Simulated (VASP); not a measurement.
The system is Fe.

```
CELL_PARAMETERS angstrom
0.00000 1.94174 1.96511
1.49844 0.00000 1.96511
1.49844 1.94174 0.00000
ATOMIC_POSITIONS crystal
Fe 0.00000 0.00000 0.00000
```

| Quantity | Value |
| --- | --- |
| Program | VASP 6.6.1 |
| Task | relaxation of cell and atoms |
| Functional | PBEsol |
| Potentials or basis | VASP PAW PBE potentials, release 64 (Fe) |
| Cutoff | 600 eV |
| k mesh | 13 × 13 × 13 |
| Occupations | fermi-dirac, width 0.05 eV |
| Spin | collinear spin, ferromagnetic start |
| Starting moments | [3.0] μB |

At the start: pressure -10.4 GPa; volume 11.44 Å³/atom.

How do energy, volume and symmetry change on relaxing?

Over 11 steps the energy falls by 41.7 meV/atom and the volume is 10.79 Å³/atom (-5.6 %); space group I4/mmm (No. 139, to 0.1 Å) before, Im-3m (No. 229, to 0.1 Å); moment 2.07 μB per cell.

The path:
```tsv
step	energy change (eV)	largest force (eV/Å)	pressure (GPa)	volume (Å³)
1	0.0000	0.0000	-10.38	11.44
2	-0.0108	0.0000	13.45	10.25
3	-0.0278	0.0000	1.53	10.73
4	-0.0378	0.0000	1.72	10.71
5	-0.0407	0.0000	2.21	10.68
6	-0.0408	0.0000	2.37	10.68
7	-0.0402	0.0000	-3.10	10.94
8	-0.0417	0.0000	-0.04	10.79
9	-0.0417	0.0000	-0.17	10.79
10	-0.0417	0.0000	-0.05	10.79
11	-0.0417	0.0000	-0.06	10.79
```

Final structure:
```
Fe
1.0
     0.00000    1.96740    1.96866
     1.39289    0.00000    1.96866
     1.39289    1.96740    0.00000
Fe
1
Direct
  0.00000 0.00000 0.00000
```

Caveat: the PAW data sets were made with another functional, which shifts forces and pressure a little.
